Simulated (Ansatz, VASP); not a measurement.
Two plane-wave programs on H

```
H
1.0
     7.17414    0.00000    0.00000
    -3.58707    6.21299    0.00000
     0.00000    0.00000   26.07208
H
2
Direct
  0.01506 0.53011 0.67131
  0.95524 0.41048 0.66628
```

Alike in both runs: task single point; functional PBE; dispersion D3(BJ); k mesh 3 × 3 × 1; occupations gaussian, width 0.05 eV; no spin polarisation.

|  | VASP | Ansatz |
| --- | --- | --- |
| version | VASP 6.6.1 | Ansatz 0.2.0 |
| potentials or method | VASP PAW PBE potentials, release 64 (H), cutoff 520 eV | scalar-relativistic, plane waves, PAW |
| valence electrons in the cell | 2 | 2 |

```tsv
	VASP	Ansatz	Ansatz less VASP
gap on the k mesh at the Fermi level (eV)	10.05	10.05	-0.005
rms of the force components (eV/Å)	0.095	0.089	-0.0061
```

Atom by atom the forces differ by 0.006 eV/Å (rms over components).
